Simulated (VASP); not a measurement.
**MoS2: single point with HSE06**

The system is MoS2.

```
CELL_PARAMETERS angstrom
0.00000 2.93240 2.93240
2.93240 0.00000 2.93240
2.93240 2.93240 0.00000
ATOMIC_POSITIONS crystal
Mo 0.00000 0.00000 0.00000
S 0.25000 0.25000 0.25000
S 0.75000 0.75000 0.75000
```

| Item | Value |
| --- | --- |
| Program | VASP 6.6.1 |
| Task | single point |
| Functional | HSE06 |
| Potentials or basis | VASP PAW PBE potentials, release 64 (Mo_sv, S) |
| Cutoff | 520 eV |
| k mesh | 4 × 4 × 4 |
| Occupations | fermi-dirac, width 0.02 eV |
| Spin | no spin polarisation |

The pressure is -4.8 GPa. The band gap on the k mesh is zero (bands 13 and 14 overlap by 1.21 eV).

Levels at points of the mesh, in eV from the Fermi level:
```csv
k point,band 9,band 10,band 11,band 12,band 13,band 14,band 15,band 16,band 17,band 18
"(0.00, 0.00, 0.00)",-6.99,-1.24,-1.24,-0.83,-0.83,-0.83,5.03,5.03,5.03,5.66
"(0.50, 0.00, 0.00)",-4.46,-3.57,-3.57,-3.57,-0.61,-0.61,2.18,4.68,4.68,7.50
"(0.50, 0.50, 0.00)",-5.93,-2.98,-2.98,-0.79,-0.16,0.88,2.32,4.12,4.12,6.52
```

It took 20 min on 1 thread of AMD EPYC 7R43 64-Core Processor (Zen 3) (shared host), peak memory 0.25 GiB.

Caveat: the k points lie up to 0.46 Å⁻¹ apart, too coarse for converged energies and pressures of a metal; the PAW data sets were made with another functional, which shifts forces and pressure a little.
